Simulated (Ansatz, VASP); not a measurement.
## Cu in VASP and in Ansatz

The input POSCAR:

```
Cu
1.0
    2.5340970000      0.0000000000      0.0000000000
   -1.2670480000      2.1945920000      0.0000000000
    0.0000000000      0.0000000000      4.1125710000
Cu
2
Direct
    0.3333333333      0.6666666667      0.2500000000
    0.6666666667      0.3333333333      0.7500000000
```

The input INCAR.step1:

```
SYSTEM = Cu
PREC     = Accurate       ! precision mode
ENCUT    = 520            ! plane-wave cutoff, eV
ISMEAR   = -1             ! smearing method
SIGMA    = 0.1            ! smearing width, eV
LREAL    = .False.        ! projectors in reciprocal space
LASPH    = .True.         ! aspherical terms in the spheres
NELM     = 60             ! most SCF steps
NBANDS   = 18             ! bands
GGA      = PE             ! functional
ALGO     = Normal         ! electronic algorithm
EDIFF    = 1E-4           ! SCF threshold, eV
LWAVE    = .True.         ! write WAVECAR
LCHARG   = .False.        ! write CHGCAR
```

The input INCAR.step2:

```
SYSTEM = Cu
PREC     = Accurate       ! precision mode
ENCUT    = 520            ! plane-wave cutoff, eV
EDIFF    = 1E-6           ! SCF threshold, eV
ISMEAR   = -1             ! smearing method
SIGMA    = 0.1            ! smearing width, eV
LREAL    = .False.        ! projectors in reciprocal space
LASPH    = .True.         ! aspherical terms in the spheres
NELM     = 60             ! most SCF steps
ALGO     = Normal         ! electronic algorithm
ISIF     = 2              ! what is computed and relaxed
LWAVE    = .False.        ! write WAVECAR
LCHARG   = .False.        ! write CHGCAR
METAGGA  = R2SCAN         ! meta-GGA
LMIXTAU  = .True.       
NBANDS   = 18             ! bands
ISTART   = 1
```

Contents of KPOINTS:

```
Automatic mesh
0
Gamma
  16 16 9
  0 0 0
```

Input for Ansatz:

```yaml
crystal:
  lattice:
    - [2.534097, 0.0, 0.0]
    - [-1.267048, 2.194592, 0.0]
    - [0.0, 0.0, 4.112571]
  atoms:
    - { symbol: Cu, position: [0.3333333333333333, 0.6666666666666666, 0.25] }
    - { symbol: Cu, position: [0.6666666666666666, 0.3333333333333333, 0.75] }
basis:
  ecutwfc: 520.0
kpoints:
  mp_grid:
    grid: [16, 16, 9]
hamiltonian:
  xc: r2scan
scf:
  occupations:
    method: fermi_dirac
    width: 0.1
output:
  stress: true
```

Alike in both runs: task single point; functional r2SCAN; k mesh 16 × 16 × 9; occupations fermi-dirac, width 0.1 eV; no spin polarisation.

|  | VASP | Ansatz |
| --- | --- | --- |
| version | VASP 6.6.1 | Ansatz 0.2.0 |
| potentials or method | VASP PAW PBE potentials, release 64 (Cu), cutoff 520 eV | plane waves, PAW |
| valence electrons in the cell | 22 | 38 |

```tsv
	VASP	Ansatz	Ansatz less VASP
pressure (GPa)	1.1	0.3	-0.77
traceless stress, the component that is largest in VASP (GPa)	0.93	0.95	+0.020
```

VASP's potentials were made for PBE, not for r2SCAN. VASP's potentials hold 22 valence electrons a cell and Ansatz's 38, so a difference there can come from the potentials and not from the codes.
